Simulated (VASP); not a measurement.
## KSi2Sb3: single point with PBEsol

The system is KSi2Sb3.

```
CELL_PARAMETERS angstrom
3.88933 0.00000 0.00000
-1.94466 3.36826 0.00000
0.00000 0.00000 12.02924
ATOMIC_POSITIONS crystal
K 0.00000 0.00000 0.00000
Si 0.33333 0.66667 0.64699
Si 0.66667 0.33333 0.35301
Sb 0.33333 0.66667 0.23205
Sb 0.66667 0.33333 0.76795
Sb 0.00000 0.00000 0.50000
```

* Program: VASP 6.6.1
* Task: single point
* Functional: PBEsol
* Potentials or basis: VASP PAW PBE potentials, release 64 (K_sv, Si, Sb)
* Cutoff: 520 eV
* k mesh: 6 × 6 × 2
* Occupations: fermi-dirac, width 0.03 eV
* Spin: no spin polarisation

| Item | Value |
| --- | --- |
| Pressure | 0.2 GPa |
| Largest force | 0.035 eV/Å |
| Band gap on the k mesh | zero (bands 16 and 17 overlap by 0.72 eV) |

Forces in eV/Å, atoms in the order of the input:
```
K    0.000  0.000  0.000
Si   0.000  0.000 -0.029
Si   0.000  0.000  0.029
Sb   0.000  0.000 -0.035
Sb   0.000  0.000  0.035
Sb   0.000  0.000  0.000
```

Levels at points of the mesh, in eV from the Fermi level:
| k point | band 14 | band 15 | band 16 | band 17 | band 18 | band 19 |
| --- | --- | --- | --- | --- | --- | --- |
| (0.00, 0.00, 0.00) | -0.32 | -0.09 | 0.38 | 0.38 | 1.71 | 2.25 |
| (0.50, 0.00, 0.00) | -1.98 | -1.66 | -0.89 | 0.04 | 0.18 | 1.46 |
| (0.00, 0.00, 0.50) | -0.30 | 0.36 | 0.36 | 1.12 | 1.26 | 2.19 |
| (0.50, 0.00, 0.50) | -1.96 | -1.41 | -0.96 | -0.11 | 0.00 | 1.90 |

It took 30 s on 1 thread of Intel(R) Xeon(R) 6975P-C (Granite Rapids), with other jobs on the host, peak memory 0.28 GiB.

Caveat: the PAW data sets were made with another functional, which shifts forces and pressure a little; spin-orbit coupling is left out, which moves the levels of the heavy elements.
